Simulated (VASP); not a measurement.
Mg2Co: single point with PBE

Crystal: Mg2Co.

```
CELL_PARAMETERS angstrom
4.48529 0.00000 0.00000
-2.24265 3.88438 0.00000
0.00000 0.00000 2.74538
ATOMIC_POSITIONS crystal
Mg 0.33333 0.66667 0.50000
Mg 0.66667 0.33333 0.50000
Co 0.00000 0.00000 0.00000
```

* Program: VASP 6.6.1
* Task: single point
* Functional: PBE
* Potentials or basis: VASP PAW PBE potentials, release 64 (Mg, Co)
* Cutoff: 520 eV
* k mesh: 6 × 6 × 6
* Occupations: gaussian, width 0.1 eV
* Spin: collinear spin, ferromagnetic start
* Starting moments: [0.0, 0.0, 0.16] μB

The pressure is 1.1 GPa. The band gap on the k mesh is zero (filled and empty bands overlap), the net moment is 1.03 μB per cell and the site moments are Mg -0.01; Co +1.17 μB. The valence electrons inside the program's atomic spheres are Mg 0.42; Co 7.95.

Stress tensor (GPa, compression positive):
```
 2.74  0.00  0.00
 0.00  2.74  0.00
 0.00  0.00 -2.04
```

Levels at points of the mesh, in eV from the Fermi level:
Spin up:
| k point | band 4 | band 5 | band 6 | band 7 | band 8 | band 9 | band 10 | band 11 |
| --- | --- | --- | --- | --- | --- | --- | --- | --- |
| (0.00, 0.00, 0.00) | -2.03 | -1.23 | -1.23 | 1.60 | 1.60 | 2.85 | 2.85 | 3.49 |
| (0.50, 0.00, 0.00) | -1.57 | -1.40 | -1.25 | -1.24 | -0.78 | 1.91 | 7.88 | 9.12 |
| (0.00, 0.00, 0.50) | -2.35 | -1.39 | -1.39 | 0.29 | 5.72 | 5.72 | 6.08 | 6.56 |
| (0.50, 0.00, 0.50) | -1.15 | -1.12 | -0.85 | -0.34 | 1.36 | 2.04 | 3.64 | 5.17 |
Spin down:
| k point | band 2 | band 3 | band 4 | band 5 | band 6 | band 7 | band 8 | band 9 | band 10 | band 11 |
| --- | --- | --- | --- | --- | --- | --- | --- | --- | --- | --- |
| (0.00, 0.00, 0.00) | -1.63 | -1.45 | -1.45 | 0.37 | 0.37 | 1.54 | 1.54 | 3.11 | 3.11 | 3.49 |
| (0.50, 0.00, 0.00) | -5.18 | -1.91 | -0.87 | -0.86 | -0.56 | 0.34 | 0.36 | 2.33 | 7.80 | 9.09 |
| (0.00, 0.00, 0.50) | -2.58 | -1.07 | -1.07 | -0.57 | -0.57 | 1.03 | 5.54 | 5.54 | 6.09 | 6.63 |
| (0.50, 0.00, 0.50) | -1.54 | -1.23 | -0.86 | -0.45 | -0.32 | -0.25 | 1.88 | 2.61 | 3.64 | 5.32 |

It took 37 s on 1 thread of AMD EPYC 9R45 96-Core Processor (Zen 5), on a shared host, peak memory 0.17 GiB.

Caveat: the k points lie up to 0.38 Å⁻¹ apart.
